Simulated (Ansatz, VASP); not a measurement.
# One calculation of SrTi, two programs

Contents of INCAR:

```
PREC = Accurate
ENCUT = 600
EDIFF = 1E-7
ISMEAR = 0
SIGMA = 0.1
LREAL = False
LASPH = True
NELM = 60
ALGO = Normal
ISIF = 3
LWAVE = False
LCHARG = False
GGA = PE
IBRION = 2
NSW = 90
EDIFFG = -0.04
```

KPOINTS

```
regular mesh
0
Gamma
  6 6 6
```

Contents of POSCAR:

```
SrTi
1.0
    0.0000000000      2.8814527439      2.8814527439
    2.8814527439      0.0000000000      2.8814527439
    2.8814527439      2.8814527439      0.0000000000
Sr Ti
1 1
Direct
    0.0000000000      0.0000000000      0.0000000000
    0.5000000000      0.5000000000      0.5000000000
```

Input for Ansatz:

```yaml
crystal:
  lattice:
    - [0.0, 2.8814527439, 2.8814527439]
    - [2.8814527439, 0.0, 2.8814527439]
    - [2.8814527439, 2.8814527439, 0.0]
  atoms:
    - { symbol: Sr, position: [0.0, 0.0, 0.0] }
    - { symbol: Ti, position: [0.5, 0.5, 0.5] }
basis:
  ecutwfc: 420
kpoints:
  mp_grid: { grid: [6, 6, 6] }
hamiltonian:
  xc: pbe
scf:
  occupations: { method: gaussian, width: 0.1 }
  lower_state_search: "off"
output:
  forces: true
  stress: true
  eigenvalues: true
relax:
  adjacent_minimum: "off"
  f_tol: 0.04
  max_steps: 70
  cell: { stress_tol: 0.4 }
```

Alike in both runs: task relaxation of cell and atoms; functional PBE; k mesh 6 × 6 × 6; occupations gaussian, width 0.1 eV; no spin polarisation.

|  | VASP | Ansatz |
| --- | --- | --- |
| version | VASP 6.6.1 | Ansatz 0.2.0 |
| potentials or method | VASP PAW PBE potentials, release 64 (Sr_sv, Ti_sv), cutoff 600 eV | scalar-relativistic, plane waves, PAW |
| valence electrons in the cell | 22 | 22 |

VASP gave:

- gap on the k mesh at the Fermi level, each at its own relaxed structure (eV): none
- relaxed volume (Å³/atom): 34.17
- relaxed cell length with the largest relative difference (Å): 4.589

Q: What did Ansatz give for the same quantities?

A: gap on the k mesh at the Fermi level, each at its own relaxed structure (eV): none; relaxed volume (Å³/atom): 33.76; relaxed cell length with the largest relative difference (Å): 4.570.

A gap of «none» marks a metal or a gap that the smearing closes.

Noted on VASP's run: the volume moved by over 15 % at a fixed basis, so the end points are rough.
